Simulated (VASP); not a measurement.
Write the native input for VASP 6.6.1 that does the following.

```
Task                   : single point
Functional             : LDA
Potentials or basis    : VASP PAW LDA potentials, release 64 (Te)
Cutoff                 : 520 eV
k mesh                 : 9 × 9 × 9
Occupations            : fermi-dirac, width 0.1 eV
Spin                   : no spin polarisation
Dipole correction      : no
Further INCAR settings : ALGO = Normal; EDIFF = 1e-07; NBANDS = 13
```

The structure of Te lies in POSCAR:

```
Te
1.0
    0.0000000000      3.6348427211      3.6348427211
    3.6348427211      0.0000000000      3.6348427211
    3.6348427211      3.6348427211      0.0000000000
Te
2
Direct
    0.1250000000      0.1250000000      0.1250000000
    0.8750000000      0.8750000000      0.8750000000
```

This isn't the form of Te at room conditions, which is trigonal, of chains.

The input as run:

INCAR

```
SYSTEM = Te
  ALGO = Normal
  EDIFF = 1E-7
  ENCUT = 520
  ISIF = 2
  ISMEAR = -1
  LASPH = .TRUE.
  LCHARG = .FALSE.
  LREAL = .FALSE.
  LWAVE = .FALSE.
  NBANDS = 13
  NELM = 60
  PREC = Accurate
  SIGMA = 0.1
```

KPOINTS

```
k-points
0
G
  9 9 9
  0 0 0
```

Potentials or basis: VASP PAW LDA potentials, release 64 (Te).

Run with:

```sh
$ cat potpaw_LDA.64/Te/POTCAR > POTCAR
$ mpirun -np 1 vasp_std > vasp.out
```

Results of the run:

| Item | Value |
| --- | --- |
| Pressure | -2.8 GPa |
| Band gap on the k mesh | zero (bands 6 and 7 overlap by 0.85 eV) |

Caveat: spin-orbit coupling is left out, which moves the levels of the heavy elements.

It took 71 s on 1 thread of Intel Xeon 8259CL, with other jobs on the host, peak memory 0.21 GiB.
